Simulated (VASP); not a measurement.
# NaCl (Pm-3m) in VASP: notebook

The runs below take NaCl through relaxation of cell and atoms, single point, with BLYP, LDA.

Program: VASP 6.6.1. These are calculated values, not measurements. Logs are shortened: lines on timing, memory, paths and dates and some standing lists are left out, and cuts for length are marked.

**1. The cell of the first run**

Symmetry: Pm-3m, No. 221, cubic system. The conventional cell has a = 3.502 Å, b = 3.502 Å, c = 3.502 Å, α = 90.00°, β = 90.00°, γ = 90.00°. Cl (site symmetry m-3m) has 8 Na at 3.03 Å and 6 Cl at 3.50 Å within 4.0 Å. Na (site symmetry m-3m) has 8 Cl at 3.03 Å and 6 Na at 3.50 Å within 4.0 Å.

**2. Relaxation of cell and atoms, BLYP**

Input file INCAR:

```
PREC     = Accurate       # precision mode
ENCUT    = 600            # plane-wave cutoff, eV
EDIFF    = 1E-6           # SCF threshold, eV
ISMEAR   = -1             # smearing method
SIGMA    = 0.05           # smearing width, eV
LREAL    = False          # projectors in reciprocal space
LASPH    = True           # aspherical terms in the spheres
NELM     = 80             # most SCF steps
ALGO     = Normal         # electronic algorithm
ISIF     = 3              # what is computed and relaxed
LWAVE    = False          # write WAVECAR
LCHARG   = False          # write CHGCAR
GGA      = B5             # functional
ALDAX    = 1.0          
AGGAX    = 1.0          
AGGAC    = 1.0          
ALDAC    = 0.0          
IBRION   = 2              # ionic algorithm
NSW      = 60             # ionic steps
EDIFFG   = -0.01          # ionic threshold
```

Input file KPOINTS:

```
regular mesh
0
Gamma
  8 8 8
```

Input file POSCAR:

```
NaCl
1.0
    3.5021900000      0.0000000000      0.0000000000
    0.0000000000      3.5021900000      0.0000000000
    0.0000000000      0.0000000000      3.5021900000
Cl Na
1 1
Direct
    0.5000000000      0.5000000000      0.5000000000
    0.0000000000      0.0000000000      0.0000000000
```

Potentials or basis: VASP PAW PBE potentials, release 64 (Cl, Na_pv).

Run with:

```
cat potpaw_PBE.64/Cl/POTCAR potpaw_PBE.64/Na_pv/POTCAR > POTCAR
mpirun -np 1 vasp_std > vasp.out
```

OUTCAR:

```text
PREC = Accurate
   ENCUT = 600
   EDIFF = 1E-6
   ISMEAR = -1
   LREAL = False
   LASPH = True
   NELM = 80
   ISIF = 3
   GGA = B5
   IBRION = 2
   NSW = 60
   EDIFFG = -0.01

 ion  position               nearest neighbor table
   1  0.500  0.500  0.500-
   2  0.000  0.000  0.000-

  LATTYP: Found a simple cubic cell.
 ALAT       =     3.5021900000

  Lattice vectors:

 A1 = (   3.5021900000,   0.0000000000,   0.0000000000)
 A2 = (   0.0000000000,   3.5021900000,   0.0000000000)
 A3 = (   0.0000000000,   0.0000000000,   3.5021900000)

Analysis of symmetry for initial positions (statically):
=====================================================================
 Subroutine PRICEL returns:
 Original cell was already a primitive cell.

 Routine SETGRP: Setting up the symmetry group for a
 simple cubic supercell.

 Subroutine GETGRP returns: Found 48 space group operations
 (whereof 48 operations were pure point group operations)
 out of a pool of 48 trial point group operations.

The static configuration has the point symmetry O_h .

Analysis of symmetry for dynamics (positions and initial velocities):
=====================================================================
 Subroutine PRICEL returns:
 Original cell was already a primitive cell.

 Routine SETGRP: Setting up the symmetry group for a
 simple cubic supercell.

 Subroutine GETGRP returns: Found 48 space group operations
 (whereof 48 operations were pure point group operations)
 out of a pool of 48 trial point group operations.

The dynamic configuration has the point symmetry O_h .

 Subroutine INISYM returns: Found 48 space group operations
 (whereof 48 operations are pure point group operations),
 and found     1 'primitive' translations

----------------------------------------------------------------------------------------

                                     Primitive cell

  volume of cell :      42.9555

  direct lattice vectors                    reciprocal lattice vectors
     3.502190000  0.000000000  0.000000000     0.285535622  0.000000000  0.000000000
     0.000000000  3.502190000  0.000000000     0.000000000  0.285535622  0.000000000
     0.000000000  0.000000000  3.502190000     0.000000000  0.000000000  0.285535622

  length of vectors
     3.502190000  3.502190000  3.502190000     0.285535622  0.285535622  0.285535622

  position of ions in fractional coordinates (direct lattice)
     0.500000000  0.500000000  0.500000000
     0.000000000  0.000000000  0.000000000

  ion indices of the primitive-cell ions
   primitive index   ion index
                 1           1
                 2           2

----------------------------------------------------------------------------------------

 KPOINTS: regular mesh

Automatic generation of k-mesh.
 Grid dimensions read from file:
 generate k-points for:    8    8    8

 Generating k-lattice:

  Cartesian coordinates                     Fractional coordinates (reciprocal lattice)
     0.035691953  0.000000000  0.000000000     0.125000000  0.000000000  0.000000000
     0.000000000  0.035691953  0.000000000     0.000000000  0.125000000  0.000000000
     0.000000000  0.000000000  0.035691953     0.000000000  0.000000000  0.125000000

  Length of vectors
     0.035691953  0.035691953  0.035691953

  Shift w.r.t. Gamma in fractional coordinates (k-lattice)
     0.000000000  0.000000000  0.000000000

 Subroutine IBZKPT returns following result:
 ===========================================

 Found     35 irreducible k-points:

 Following reciprocal coordinates:
            Coordinates               Weight
  0.000000  0.000000  0.000000      1.000000
  0.125000  0.000000  0.000000      6.000000
  0.250000  0.000000  0.000000      6.000000
  0.375000  0.000000  0.000000      6.000000
  0.500000  0.000000  0.000000      3.000000
  0.125000  0.125000  0.000000     12.000000
[... 16 lines left out ...]
  0.375000  0.375000  0.125000     24.000000
  0.500000  0.375000  0.125000     24.000000
 [... further k-points ...]
   k-points           NKPTS =     35   k-points in BZ     NKDIM =     35   number of bands    NBANDS=     11
   number of dos      NEDOS =    301   number of ions     NIONS =      2
   total plane-waves  NPLWV =  21952
   dimension x,y,z NGX =    28 NGY =   28 NGZ =   28
   dimension x,y,z NGXF=    56 NGYF=   56 NGZF=   56
   ions per type =               1   1
   NGX,Y,Z   is equivalent  to a cutoff of  13.29, 13.29, 13.29 a.u.
   NGXF,Y,Z  is equivalent  to a cutoff of  26.58, 26.58, 26.58 a.u.
 SYSTEM =  unknown system
   PREC   = accura    normal or accurate (medium, high low for compatibility)
   ISTART =      0    job   : 0-new  1-cont  2-samecut
   ICHARG =      2    charge: 1-file 2-atom 10-const
   ISPIN  =      1    spin polarized calculation?
   LNONCOLLINEAR =      F non collinear calculations
   LSORBIT =      F    spin-orbit coupling
   LASPH  =      T    aspherical Exc in radial PAW
   ENCUT  =  600.0 eV  44.10 Ry    6.64 a.u.   6.99  6.99  6.99*2*pi/ulx,y,z
   NELM   =     80;   NELMIN=  2; NELMDL= -5     # of ELM steps
   EDIFF  = 0.1E-05   stopping-criterion for ELM
   LREAL  =      F    real-space projection
   EDIFFG = -.1E-01   stopping-criterion for IOM
   NSW    =     60    number of steps for IOM
   IBRION =      2    ionic relax: 0-MD 1-quasi-New 2-CG
   NFREE  =      1    steps in history (QN), initial steepest desc. (CG)
   ISIF   =      3    stress and relaxation
   ISYM   =      2    0-nonsym 1-usesym 2-fastsym
   POTIM  = 0.5000    time-step for ionic-motion
   TEBEG  =    0.0;   TEEND  =   0.0 temperature during run
   PSTRESS=    0.0 pullay stress
   NELECT =      14.0000    total number of electrons
   NUPDOWN=      -1.0000    fix difference up-down
   EMIN   =  10.00;   EMAX   =-10.00  energy-range for DOS
   EFERMI =   0.00;   METHOD = LEGACY
   ISMEAR =    -1;   SIGMA  =   0.05  broadening in eV -4-tet -1-fermi 0-gaus
   EFERMI_NEDOS =   21; number of points for ismear=-14 and -15
   IALGO  =     38    algorithm
   IMIX   =      4    mixing-type and parameters
     AMIX     =   0.40;   BMIX     =  1.00
     AMIX_MAG =   1.60;   BMIX_MAG =  1.00
  volume/ion in A,a.u.               =      21.48       144.94
  Fermi-wavevector in a.u.,A,eV,Ry     =   1.126621  2.129005 17.269530  1.269275
  Thomas-Fermi vector in A             =   2.263304
   LORBIT       =      0    0 simple, 1 ext, 2 COOP (PROOUT), +10 PAW based schemes
   GGA     = B5    functional components
   LHFCALC =     F    Hartree Fock is set to
   AEXX    =    0.0000 exact exchange contribution
   IVDW    =     0    specifies the selected vdW correction
   LEPSILON=     F    determine dielectric tensor
   LRPA    =     F    only Hartree local field effects (RPA)
 conjugate gradient relaxation of ions
 non-spin polarized calculation
  energy-cutoff  :      600.00
  volume of cell :       42.96
 maximum number of plane-waves:      1472
 NGX is ok and might be reduce to    28
   NGX = 13   NGY = 13   NGZ = 13

--------------------------------------- Ionic step        1  -------------------------------------------

 number of electron      13.9999982 magnetization

 Free energy of the ion-electron system (eV)
  ---------------------------------------------------
  ext. energy  EPLUGINS =         0.00000000
  ---------------------------------------------------
  free energy    TOTEN  =        -6.04089075 eV

  energy without entropy =       -6.04089075  energy(sigma->0) =       -6.04089075

------------------------ aborting loop because EDIFF is reached ----------------------------------------

  FORCE on cell =-STRESS in cart. coord.  units (eV):
  Direction    XX          YY          ZZ          XY          YZ          ZX
  --------------------------------------------------------------------------------------
  -------------------------------------------------------------------------------------
  Total        0.3041269      0.3041269      0.3041269      0.0000000     -0.0000000      0.0000000
  in kB       11.3434793     11.3434793     11.3434793      0.0000000     -0.0000000      0.0000000
  external PRESSURE =      11.3434793 kB  Pullay stress =       0.0000000 kB
[... 93 lines left out ...]
  energy  without entropy=       -6.0474192732  energy(sigma->0) =       -6.04741927

--------------------------------------- Ionic step        4  -------------------------------------------

 number of electron      13.9999993 magnetization

 Free energy of the ion-electron system (eV)
  ---------------------------------------------------
  ext. energy  EPLUGINS =         0.00000000
  ---------------------------------------------------
  free energy    TOTEN  =        -6.04752241 eV

  energy without entropy =       -6.04752241  energy(sigma->0) =       -6.04752241

 E-fermi :   1.4706     XC(G=0):  -7.9083

 val. band max:        0.4138628662   @ k =   0.5000   0.5000   0.0000
 cond. band min:       4.3051265922   @ k =   0.0000   0.0000   0.0000
 fundamental gap:      3.8912637259
 Fermi energy:         1.4706389086

 k-point     1 :       0.0000    0.0000    0.0000
  band No.  band energies     occupation
      1     -22.0123      2.00000
      2     -22.0123      2.00000
      3     -22.0123      2.00000
      4     -12.7795      2.00000
      5      -0.0402      2.00000
      6      -0.0402      2.00000
      7      -0.0402      2.00000
      8       4.3051      0.00000
      9       9.1570      0.00000
     10       9.1570      0.00000
     11      15.5994      0.00000
[... 309 lines left out ...]
 k-point    24 :       0.5000    0.3750    0.1250
  band No.  band energies     occupation
      1     -22.0384      2.00000
      2     -22.0333      2.00000
      3     -22.0112      2.00000
      4     -12.2317      2.00000
      5      -1.7227      2.00000
      6      -1.3989      2.00000
      7       0.0749      2.00000
      8       6.4920      0.00000
      9       9.7259      0.00000
     10      10.1113      0.00000
     11      11.4229      0.00000

 [... further k-points ...]

------------------------ aborting loop because EDIFF is reached ----------------------------------------

  FORCE on cell =-STRESS in cart. coord.  units (eV):
  Direction    XX          YY          ZZ          XY          YZ          ZX
  --------------------------------------------------------------------------------------
  -------------------------------------------------------------------------------------
  Total       -0.0067332     -0.0067332     -0.0067332     -0.0000000     -0.0000000     -0.0000000
  in kB       -0.2400396     -0.2400396     -0.2400396     -0.0000000     -0.0000000     -0.0000000
  external PRESSURE =      -0.2400396 kB  Pullay stress =       0.0000000 kB
[... 17 lines left out ...]
  FREE ENERGIE OF THE ION-ELECTRON SYSTEM (eV)
  ---------------------------------------------------
  free  energy   TOTEN  =        -6.0475224117 eV

  energy  without entropy=       -6.0475224116  energy(sigma->0) =       -6.04752241

 reached required accuracy - stopping structural energy minimisation
```

Run time: 45 s. Hardware: 1 thread of AMD EPYC 7R13 (Zen 3), shared host; peak memory 0.13 GiB.

Results:

```yaml
Free_energy: -6.0475 eV
Relaxed_volume: 22.47 Å³/atom
Relaxed_cell: a = 3.555 Å, b = 3.555 Å, c = 3.555 Å, α = 90.00°, β = 90.00°, γ = 90.00°
Space_group_after_relaxing_to_0.05_Å: Pm-3m (No. 221)
Energy_gained_by_relaxing: 3.3 meV/atom
Ionic_steps: 4
Pressure_after_relaxing: 0.0 GPa
Band_gap_on_the_k_mesh: 3.89 eV, indirect (least direct gap 4.35 eV)
```

The path:
```csv
step,energy change (eV),largest force (eV/Å),pressure (GPa),volume (Å³)
1,0.0000,0.0000,1.13,42.96
2,-0.0050,0.0000,0.56,43.91
3,-0.0065,0.0000,-0.11,45.14
4,-0.0066,0.0000,-0.02,44.94
```

Final structure:
```yaml
crystal:
  lattice:
    - [3.55536, 0.00000, 0.00000]
    - [0.00000, 3.55536, 0.00000]
    - [0.00000, 0.00000, 3.55536]
  atoms:
    - { symbol: Cl, position: [0.50000, 0.50000, 0.50000] }
    - { symbol: Na, position: [0.00000, 0.00000, 0.00000] }
```

Caveat: the PAW data sets were made with another functional, which shifts forces and pressure a little. A k mesh can miss the band edges.

**3. Single point, LDA**

This run uses another cell than the first one, of 20.19 Å³/atom, 0.940 times its volume.

Input file INCAR:

```
SYSTEM = NaCl
  PREC = Accurate
  ENCUT = 520
  EDIFF = 1E-6
  ISMEAR = -1
  SIGMA = 0.05
  LREAL = .FALSE.
  LASPH = .TRUE.
  NELM = 60
  ALGO = Normal
  ISIF = 2
  LWAVE = .FALSE.
  LCHARG = .FALSE.
  NBANDS = 14
```

Input file KPOINTS:

```
regular mesh
0
G
  8 8 8
  0 0 0
```

Input file POSCAR:

```
NaCl
1.0
    3.4306966741      0.0000000000      0.0000000000
    0.0000000000      3.4306966741      0.0000000000
    0.0000000000      0.0000000000      3.4306966741
Cl Na
1 1
Direct
    0.5000000000      0.5000000000      0.5000000000
    0.0000000000      0.0000000000      0.0000000000
```

Potentials or basis: VASP PAW LDA potentials, release 64 (Cl, Na_pv).

Run with:

```
cat potpaw_LDA.64/Cl/POTCAR potpaw_LDA.64/Na_pv/POTCAR > POTCAR
mpirun -np 1 vasp_std > vasp.out
```

Run time: 14 s. Hardware: 1 thread of AMD EPYC 7R43 (Zen 3), shared host; peak memory 0.1 GiB.

Results (log left out):

```
Free energy            : -7.1111 eV
Pressure               : -1.7 GPa
Band gap on the k mesh : 3.81 eV, indirect (least direct gap 4.38 eV)
```

Levels at points of the mesh, in eV from the valence-band top:
```csv
k point,band 5,band 6,band 7,band 8,band 9,band 10
"(0.00, 0.00, 0.00)",-0.56,-0.56,-0.56,3.81,8.20,8.20
"(0.50, 0.00, 0.00)",-3.34,-0.30,-0.30,6.74,8.67,10.28
"(0.50, 0.50, 0.00)",-2.56,-2.56,0.00,5.18,9.72,11.04
"(0.50, 0.50, 0.50)",-2.10,-2.10,-2.10,6.77,6.77,6.77
```
